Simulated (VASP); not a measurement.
Input of a VASP 6.6.1 run:

The input INCAR:

```
PREC = Accurate
ENCUT = 600
EDIFF = 1E-6
ISMEAR = 0
SIGMA = 0.1
LREAL = F
LASPH = T
NELM = 80
ALGO = Fast
ISIF = 3
LWAVE = F
LCHARG = F
GGA = PE
IBRION = 2
NSW = 100
EDIFFG = -0.01
```

The input KPOINTS:

```
regular mesh
0
Gamma
  20 20 16
```

File POSCAR:

```
BeAl
1.0
    2.6690069094      0.0000000000      0.0000000000
    0.0000000000      2.6690069094      0.0000000000
    0.0000000000      0.0000000000      3.5414506755
Be Al
1 1
Direct
    0.5000000000      0.5000000000      0.0000000000
    0.0000000000      0.0000000000      0.5000000000
```

Potentials or basis: VASP PAW PBE potentials, release 64 (Be, Al).

The run is started by

```bash
$ cat potpaw_PBE.64/Be/POTCAR potpaw_PBE.64/Al/POTCAR > POTCAR
$ mpirun -np 1 vasp_std > vasp.out
```

Question: Estimate the space group after relaxing (to 0.1 Å).

Answer: P4/mmm (No. 123).

Question: Estimate the relaxed cell.

Answer: a = 2.655 Å, b = 2.655 Å, c = 3.584 Å, α = 90.00°, β = 90.00°, γ = 90.00°.

Final structure:
```xyz
2
Lattice="2.6554 0.0000 0.0000 0.0000 2.6554 0.0000 0.0000 0.0000 3.5840" Properties=species:S:1:pos:R:3 pbc="T T T"
Be    1.3277    1.3277    0.0000
Al    2.6554    0.0000    1.7920
```
